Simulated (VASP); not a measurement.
Here is a VASP 6.6.1 calculation.

POSCAR

```
V
1.0
    0.0000000000      1.9003074881      1.9003074881
    1.9003074881      0.0000000000      1.9003074881
    1.9003074881      1.9003074881      0.0000000000
V
1
Direct
    0.0000000000      0.0000000000      0.0000000000
```

The input INCAR.step1:

```
ALGO = Normal
EDIFF = 1E-4
ENCUT = 520
GGA = PE
ISMEAR = 0
ISPIN = 2
LASPH = T
LCHARG = F
LMAXMIX = 4
LREAL = F
LWAVE = T
MAGMOM = -0.15
NBANDS = 16
NELM = 150
PREC = Accurate
SIGMA = 0.1
```

File INCAR.step2:

```
ALGO = Normal
EDIFF = 1E-6
ENCUT = 520
ISIF = 2
ISMEAR = 0
ISPIN = 2
ISTART = 1
LASPH = T
LCHARG = F
LMAXMIX = 4
LMIXTAU = T
LORBIT = 11
LREAL = F
LWAVE = F
MAGMOM = -0.15
METAGGA = R2SCAN
NBANDS = 16
NELM = 150
PREC = Accurate
SIGMA = 0.1
```

The input KPOINTS:

```
k-points
0
Gamma
  16 16 16
```

Potentials or basis: VASP PAW PBE potentials, release 64 (V_sv).

The run is started by

```console
$ cat potpaw_PBE.64/V_sv/POTCAR > POTCAR
$ cp INCAR.step1 INCAR
$ mpirun -np 1 vasp_std > vasp.out
$ cp INCAR.step2 INCAR
$ mpirun -np 1 vasp_std > vasp.out
```

Problem. Estimate the pressure.

Solution. 0.6 GPa.

Problem. Estimate the net moment.

Solution. 0.00 μB per cell.

Caveat: the cell differs from its parent crystal (atoms taken out, then relaxed in part); the PAW data sets were made with another functional, which shifts forces and pressure a little.
